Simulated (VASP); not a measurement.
A run of VASP 6.6.1 is set up as follows.

INCAR

```
SYSTEM = SnO
PREC = Accurate ; ENCUT = 600
EDIFF = 1E-6 ; ISMEAR = 0
SIGMA = 0.1 ; LREAL = .FALSE.
LASPH = .TRUE. ; NELM = 80
ALGO = Normal ; ISIF = 3
LWAVE = .FALSE. ; LCHARG = .FALSE.
GGA = PE ; IBRION = 2
NSW = 100 ; EDIFFG = -0.01
```

File KPOINTS:

```
Automatic mesh
0
G
  18 18 18
  0 0 0
```

File POSCAR:

```
SnO
1.0
    3.1313673369      0.0000000000      0.0000000000
    0.0000000000      3.1313673369      0.0000000000
    0.0000000000      0.0000000000      3.1313673369
Sn O
1 1
Direct
    0.0000000000      0.0000000000      0.0000000000
    0.5000000000      0.5000000000      0.5000000000
```

Potentials or basis: VASP PAW PBE potentials, release 64 (Sn_d, O).

The run is started by

```sh
$ cat potpaw_PBE.64/Sn_d/POTCAR potpaw_PBE.64/O/POTCAR > POTCAR
$ mpirun -np 1 vasp_std > vasp.out
```

What does it give for the band gap on the k mesh?

Zero (bands 10 and 11 overlap by 0.07 eV).

Final structure:
```xyz
2
Lattice="3.1314 0.0000 0.0000 0.0000 3.1314 0.0000 0.0000 0.0000 3.1314" Properties=species:S:1:pos:R:3 pbc="T T T"
Sn    0.0000    0.0000    0.0000
O     1.5657    1.5657    1.5657
```

Caveat: the relaxation stopped at its first step, so nothing moved; semilocal functionals underestimate gaps, so a narrow gap can read as zero; spin-orbit coupling is left out, which moves the levels of the heavy elements.
